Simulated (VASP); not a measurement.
Here is a VASP 6.6.1 calculation.

POSCAR

```
SiO2
1.0
   -2.4016287954      2.4016287954      3.6585047410
    2.4016287954     -2.4016287954      3.6585047410
    2.4016287954      2.4016287954     -3.6585047410
Si O
2 4
Direct
    0.0000000000      0.0000000000      0.0000000000
    0.7500000000      0.2500000000      0.5000000000
    1.0000759676      0.6250000000      0.8750759676
    0.3750000000      0.2500759676      0.3750759676
    0.7499240324      0.1250000000      0.1249240324
    0.8750000000     -0.0000759676      0.6249240324
```

File INCAR.step1:

```
SYSTEM = SiO2
  PREC = Accurate
  ENCUT = 520
  EDIFF = 1E-5
  ISMEAR = 0
  SIGMA = 0.05
  LREAL = .False.
  LASPH = .True.
  NELM = 80
  ALGO = Normal
  ISIF = 2
  LWAVE = .True.
  LCHARG = .False.
  NBANDS = 25
  GGA = PE
```

INCAR.step2

```
SYSTEM = SiO2
  PREC = Accurate
  ENCUT = 520
  EDIFF = 1E-7
  ISMEAR = 0
  SIGMA = 0.05
  LREAL = .False.
  LASPH = .True.
  NELM = 80
  ALGO = Normal
  ISIF = 2
  LWAVE = .False.
  LCHARG = .False.
  GGA = PE
  LHFCALC = .True.
  AEXX = 0.35
  HFSCREEN = 0.3
  PRECFOCK = Fast
  NBANDS = 25
  ISTART = 1
```

KPOINTS

```
Automatic mesh
0
Gamma
  4 4 4
  0 0 0
```

Potentials or basis: VASP PAW PBE potentials, release 64 (Si, O).

The run is started by

```sh
$ cat potpaw_PBE.64/Si/POTCAR potpaw_PBE.64/O/POTCAR > POTCAR
$ cp INCAR.step1 INCAR
$ mpirun -np 1 vasp_std > vasp.out
$ cp INCAR.step2 INCAR
$ mpirun -np 1 vasp_std > vasp.out
```

Problem. Estimate the band gap on the k mesh.

Solution. 8.26 eV.

Problem. What does it give for the largest force?

Solution. 0.570 eV/Å.

Forces in eV/Å, atoms in the order of the input:
```
Si   0.000  0.000  0.000
Si   0.000  0.000  0.000
O    0.000 -0.570  0.000
O   -0.570  0.000  0.000
O    0.000  0.570  0.000
O    0.570  0.000  0.000
```

Caveat: the cell stands under tension; the PAW data sets were made with another functional, which shifts forces and pressure a little.
